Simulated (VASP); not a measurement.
Wanted: the native input for a VASP 6.6.1 run.

| Property | Result |
| --- | --- |
| Task | single point |
| Functional | PBEsol |
| Potentials or basis | VASP PAW PBE potentials, release 64 (Zn, S) |
| Cutoff | 500 eV |
| k mesh | 8 × 8 × 8 |
| Occupations | gaussian, width 0.01 eV |
| Spin | no spin polarisation |
| Dipole correction | no |
| Further INCAR settings | ALGO = Normal; EDIFF = 1e-06; NBANDS = 16 |

The structure of ZnS lies in POSCAR:

```
ZnS
1.0
    0.0000000000      2.6783138069      2.6783138069
    2.6783138069      0.0000000000      2.6783138069
    2.6783138069      2.6783138069      0.0000000000
Zn S
1 1
Direct
    0.0000000000      0.0000000000      0.0000000000
    0.2500000000      0.2500000000      0.2500000000
```

These files were run (other wordings do the same):

INCAR

```
PREC = Accurate
ENCUT = 500
EDIFF = 1E-6
ISMEAR = 0
SIGMA = 0.01
LREAL = F
LASPH = T
NELM = 120
ALGO = Normal
ISIF = 2
LWAVE = F
LCHARG = F
GGA = PS
NBANDS = 16
GGA_COMPAT = F
```

KPOINTS

```
regular mesh
0
Gamma
  8 8 8
```

Potentials or basis: VASP PAW PBE potentials, release 64 (Zn, S).

The run is started by

```console
$ cat potpaw_PBE.64/Zn/POTCAR potpaw_PBE.64/S/POTCAR > POTCAR
$ mpirun -np 1 vasp_std > vasp.out
```

It gave:

| Item | Value |
| --- | --- |
| Pressure | 0.2 GPa |
| Band gap on the k mesh | 2.09 eV |

Caveat: the PAW data sets were made with another functional, which shifts forces and pressure a little.

Run time: 24 s on 1 thread of Intel Xeon 8259CL (shared host), peak memory 0.16 GiB.
